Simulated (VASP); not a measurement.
BN, 2 atoms in the cell. It takes space group F-43m (No. 216, cubic). Conventional cell: a = 3.551 Å, b = 3.551 Å, c = 3.551 Å, α = 90.00°, β = 90.00°, γ = 90.00°. Within 2.0 Å of B (site symmetry -43m) lie 4 N at 1.54 Å. Within 2.0 Å of N (site symmetry -43m) lie 4 B at 1.54 Å.  This cell differs from its parent crystal: volume scaled by 0.94.

```yaml
Program: VASP 6.6.1
Task: single point
Functional: PBE
Potentials_or_basis: VASP PAW PBE potentials, release 64 (B, N)
Cutoff: 520 eV
k_mesh: 12 × 12 × 12
Occupations: gaussian, width 0.02 eV
Spin: no spin polarisation
Dipole_correction: no
Further_INCAR_settings: ALGO = Normal; EDIFF = 1e-06; NBANDS = 11
```

Potentials or basis: VASP PAW PBE potentials, release 64 (B, N).

The run is started by

```sh
$ cat potpaw_PBE.64/B/POTCAR potpaw_PBE.64/N/POTCAR > POTCAR
$ mpirun -np 1 vasp_std > vasp.out
```

Hardware: 1 thread of Intel(R) Xeon(R) Platinum 8259CL CPU @ 2.50GHz (Skylake/Cascade Lake), on a shared host.

Question: How long does it take, and how much memory?

Answer: It took 7.6 s on 1 thread of Intel(R) Xeon(R) Platinum 8259CL CPU @ 2.50GHz (Skylake/Cascade Lake), on a shared host, peak memory 0.12 GiB. Counts: scf iterations 12, k points 72.
